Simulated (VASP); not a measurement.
Runs of VASP 6.6.1 on SrLi3. The structure is that of space group Pm-3m (No. 221), or close to it. The cells are those of the table. 

| task | cell | k mesh | cutoff (eV) | gap on the mesh (eV) | pressure (GPa) | relaxed volume (Å³/atom) |
| --- | --- | --- | --- | --- | --- | --- |
| single point | a = 4.069 Å, 4 atoms | 4 × 4 × 4 | 520 | none | - | - |
| relaxation of cell and atoms | relaxed from a = 4.997 Å, 4 atoms | 10 × 10 × 10 | 600 | none | 0.0 | 31.38 |
| single point | a = 5.006 Å, 4 atoms | 10 × 10 × 10 | 520 | none | - | - |
| relaxation of cell and atoms | relaxed from a = 4.069 Å, 4 atoms | 4 × 4 × 4 | 600 | none | 0.0 | (a) |

Alike in all rows: level PBE; potentials or basis VASP PAW PBE potentials, release 64 (Li_sv, Sr_sv); no spin polarisation; smearing gaussian 0.1 eV.

Problem. Fill in the values left out.

Solution. (a) 28.73.

Caveats: some runs use coarse meshes; the cutoff is under 1.25 times the usual one of these potentials, so pressure, stress and relaxed cells hold a basis-set (Pulay) error; the volume moved by over 15 % at a fixed basis, so the end points are rough (at least some runs).

A k mesh can miss the band edges, and the runs leave out spin-orbit coupling on Sr.

A gap of «none» marks levels without a gap at the run's occupations.
